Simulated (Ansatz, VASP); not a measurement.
# One calculation of Ti5Si2S, two programs

```
CELL_PARAMETERS angstrom
6.39934 0.00000 0.00000
0.00000 6.39934 0.00000
-3.19967 -3.19967 5.85561
ATOMIC_POSITIONS crystal
Ti 0.00000 0.00000 0.00000
Ti 0.50000 0.50000 0.00000
Ti 0.01330 0.51330 0.69675
Ti 0.31656 0.81656 0.30325
Ti 0.18344 0.01330 0.69675
Ti 0.51330 0.68344 0.69675
Ti 0.81656 0.98670 0.30325
Ti 0.48670 0.31656 0.30325
Ti 0.98670 0.48670 0.30325
Ti 0.68344 0.18344 0.69675
Si 0.86740 0.63260 0.00000
Si 0.13260 0.36740 0.00000
Si 0.63260 0.13260 0.00000
Si 0.36740 0.86740 0.00000
S 0.75000 0.75000 0.50000
S 0.25000 0.25000 0.50000
```

Alike in both runs: task single point; functional PBE; k mesh 4 × 4 × 4; occupations gaussian, width 0.2 eV; no spin polarisation.

```csv
,VASP,Ansatz
version,VASP 6.6.1,Ansatz 0.2.0
potentials or method,"VASP PAW PBE potentials, release 64 (Ti_sv, Si, S), cutoff 520 eV","scalar-relativistic, plane waves, PAW"
valence electrons in the cell,148,148
```

```tsv
	VASP	Ansatz	Ansatz less VASP
gap on the k mesh at the Fermi level (eV)	none	none	-
pressure (GPa)	0.0	0.0	+0.02
traceless stress, the component that is largest in VASP (GPa)	-0.08	-0.12	-0.038
rms of the force components (eV/Å)	0.012	0.009	-0.0028
```

Atom by atom the forces differ by 0.004 eV/Å (rms over components). A gap of «none» marks a metal or a gap that the smearing closes. The functional is the same, so the differences come from potentials, cutoffs and numerics.
